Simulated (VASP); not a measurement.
## Ag: relaxation of cell and atoms with PBE

The system is Ag.

```
Ag
1.0
     0.00000    1.92482    1.92482
     1.92482    0.00000    1.92482
     1.92482    1.92482    0.00000
Ag
1
Direct
  0.00000 0.00000 0.00000
```

* Program: VASP 6.6.1
* Task: relaxation of cell and atoms
* Functional: PBE
* Potentials or basis: VASP PAW PBE potentials, release 64 (Ag)
* Cutoff: 600 eV
* k mesh: 18 × 18 × 18
* Occupations: gaussian, width 0.1 eV
* Spin: no spin polarisation
* Target pressure: 40 GPa
* Dipole correction: no
* Further INCAR settings: ALGO = Normal; EDIFF = 1e-06; IBRION = 2; EDIFFG = -0.008; NSW = 70; ISIF = 3

```json
{
  "Relaxed volume": "14.18 Å³/atom",
  "Relaxed cell": "a = 2.717 Å, b = 2.717 Å, c = 2.717 Å, α = 60.00°, β = 60.00°, γ = 60.00°",
  "Space group after relaxing (to 0.05 Å)": "Fm-3m (No. 225)",
  "Energy change on relaxing (the enthalpy is what falls)": "+19.2 meV/atom",
  "Ionic steps": "3",
  "Pressure after relaxing": "40.0 GPa"
}
```

Step by step:
| step | energy change (eV) | largest force (eV/Å) | pressure (GPa) | volume (Å³) |
| --- | --- | --- | --- | --- |
| 1 | 0.0000 | 0.0000 | 38.44 | 14.26 |
| 2 | 0.0735 | 0.0000 | 44.39 | 13.98 |
| 3 | 0.0192 | 0.0000 | 40.01 | 14.18 |

Final structure:
```
CELL_PARAMETERS angstrom
0.00000 1.92129 1.92129
1.92129 0.00000 1.92129
1.92129 1.92129 0.00000
ATOMIC_POSITIONS crystal
Ag 0.00000 0.00000 0.00000
```

Levels at points of the mesh, in eV from the Fermi level:
```csv
k point,band 2,band 3,band 4,band 5,band 6,band 7,band 8,band 9
"(0.00, 0.00, 0.00)",-5.63,-5.63,-5.63,-4.20,-4.20,16.24,20.92,20.92
"(0.50, 0.00, 0.00)",-5.67,-5.67,-3.11,-3.11,-0.98,4.72,15.50,19.73
"(0.50, 0.50, 0.00)",-7.67,-3.15,-2.82,-2.82,1.39,8.29,11.56,11.56
```

It took 46 s on 1 thread of Intel(R) Xeon(R) Platinum 8488C (Sapphire Rapids) (shared host), peak memory 0.17 GiB.

Caveat: the cell is relaxed towards a set pressure, so the enthalpy falls and the energy may rise.
